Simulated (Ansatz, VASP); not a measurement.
**SnSe2: VASP beside Ansatz**

File INCAR:

```
SYSTEM = SnSe2
ALGO = Normal
EDIFF = 1E-6
ENCUT = 520
GGA = PS
ISIF = 2
ISMEAR = 0
IVDW = 12
LASPH = .True.
LCHARG = .True.
LELF = .True.
LREAL = .False.
LVHAR = .True.
LWAVE = .False.
NBANDS = 20
NELM = 100
PREC = Accurate
SIGMA = 0.05
```

KPOINTS

```
k-points
0
Gamma
  12 12 6
  0 0 0
```

File POSCAR:

```
SnSe2
1.0
    4.0231463824      0.0000000000      0.0000000000
   -2.0115731912      3.4841469703      0.0000000000
    0.0000000000      0.0000000000      5.5068351236
Sn Se
1 2
Direct
    0.0000000000      0.0000000000      0.0000000000
    0.3333333333      0.6666666667      0.2500000000
    0.6666666667      0.3333333333      0.7500000000
```

Input for Ansatz:

```yaml
crystal:
  lattice:
    - [4.0231463824, 0.0, 0.0]
    - [-2.0115731912, 3.4841469703, 0.0]
    - [0.0, 0.0, 5.5068351236]
  atoms:
    - { symbol: Sn, position: [0.0, 0.0, 0.0] }
    - { symbol: Se, position: [0.3333333333, 0.6666666667, 0.25] }
    - { symbol: Se, position: [0.6666666667, 0.3333333333, 0.75] }
basis:
  ecutwfc: 420
kpoints:
  mp_grid: { grid: [12, 12, 6] }
hamiltonian:
  xc: pbesol
  dispersion: d3bj
scf:
  occupations: { method: gaussian, width: 0.05 }
output:
  forces: true
  stress: true
  eigenvalues: true
```

Alike in both runs: task single point; functional PBEsol; dispersion D3(BJ); k mesh 12 × 12 × 6; occupations gaussian, width 0.05 eV; no spin polarisation.

|  | VASP | Ansatz |
| --- | --- | --- |
| version | VASP 6.6.1 | Ansatz 0.2.0 |
| potentials or method | VASP PAW PBE potentials, release 64 (Sn_d, Se), cutoff 520 eV | scalar-relativistic, plane waves, PAW |
| valence electrons in the cell | 26 | 46 |

Ansatz gave:

| Property | Result |
| --- | --- |
| pressure (GPa) | -0.5 |
| traceless stress, the component that is largest in VASP (GPa) | 4.29 |
| rms of the force components (eV/Å) | 0.522 |

Q: Estimate VASP's values.

A: Pressure (GPa): -0.4; traceless stress, the component that is largest in VASP (GPa): 4.25; rms of the force components (eV/Å): 0.529.

VASP's potentials were made for PBE, not for PBEsol. Atom by atom the forces differ by 0.008 eV/Å (rms over components). VASP's potentials hold 26 valence electrons a cell and Ansatz's 46, so a difference there can come from the potentials and not from the codes.
